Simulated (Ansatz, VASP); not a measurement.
# One calculation of ZrB2N5, two programs

```
CELL_PARAMETERS angstrom
4.06929 0.00000 0.00000
0.00000 6.57563 0.00000
-1.69975 0.00000 5.80664
ATOMIC_POSITIONS crystal
Zr 0.16181 0.25000 0.41293
Zr 0.83819 0.75000 0.58707
N 0.07040 0.25000 0.99220
N 0.92960 0.75000 0.00780
N 0.59920 0.25000 0.21510
N 0.40080 0.75000 0.78490
N 0.83940 0.08110 0.64200
N 0.16060 0.58110 0.35800
N 0.16060 0.91890 0.35800
N 0.83940 0.41890 0.64200
N 0.49180 0.25000 0.81200
N 0.50820 0.75000 0.18800
B 0.82000 0.25000 0.77650
B 0.18000 0.75000 0.22350
B 0.39900 0.25000 0.00650
B 0.60100 0.75000 0.99350
```

Alike in both runs: task single point; functional r2SCAN; k mesh 6 × 4 × 4; no spin polarisation.

```csv
,VASP,Ansatz
version,VASP 6.6.1,Ansatz 0.2.0
potentials or method,"VASP PAW PBE potentials, release 64 (Zr_sv, N, B), cutoff 520 eV",PAW plane waves
occupations,"fermi-dirac, width 0.1 eV",fermi-dirac
valence electrons in the cell,86,86
```

```csv
,VASP,Ansatz,Ansatz less VASP
pressure (GPa),27.0,26.7,-0.32
"traceless stress, the component that is largest in VASP (GPa)",-14.04,-13.90,+0.146
rms of the force components (eV/Å),2.670,2.643,-0.0267
```

VASP's potentials were made for PBE, not for r2SCAN. Atom by atom the forces differ by 0.029 eV/Å (rms over components).
